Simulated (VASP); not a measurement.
A run of VASP 6.6.1 is set up as follows.

INCAR

```
ALGO = Normal
EDIFF = 1E-6
ENCUT = 520
GGA = PS
ISIF = 2
ISMEAR = 0
LASPH = T
LCHARG = F
LREAL = F
LWAVE = F
NBANDS = 16
NELM = 80
PREC = Accurate
SIGMA = 0.05
```

Contents of KPOINTS:

```
k-points
0
Gamma
  12 12 12
```

File POSCAR:

```
AgCl
1.0
    3.3605002090      0.0000000000      0.0000000000
    0.0000000000      3.3605002090      0.0000000000
    0.0000000000      0.0000000000      3.3605002090
Ag Cl
1 1
Direct
    0.0000000000      0.0000000000      0.0000000000
    0.5000000000      0.5000000000      0.5000000000
```

Potentials or basis: VASP PAW PBE potentials, release 64 (Ag, Cl).

Command:

```console
$ cat potpaw_PBE.64/Ag/POTCAR potpaw_PBE.64/Cl/POTCAR > POTCAR
$ mpirun -np 1 vasp_std > vasp.out
```

(1) Predict the pressure.

(2) Estimate the band gap on the k mesh.

Results:

(1) -1.7 GPa.

(2) 0.43 eV, indirect (least direct gap 2.17 eV).

Caveat: the PAW data sets were made with another functional, which shifts forces and pressure a little.
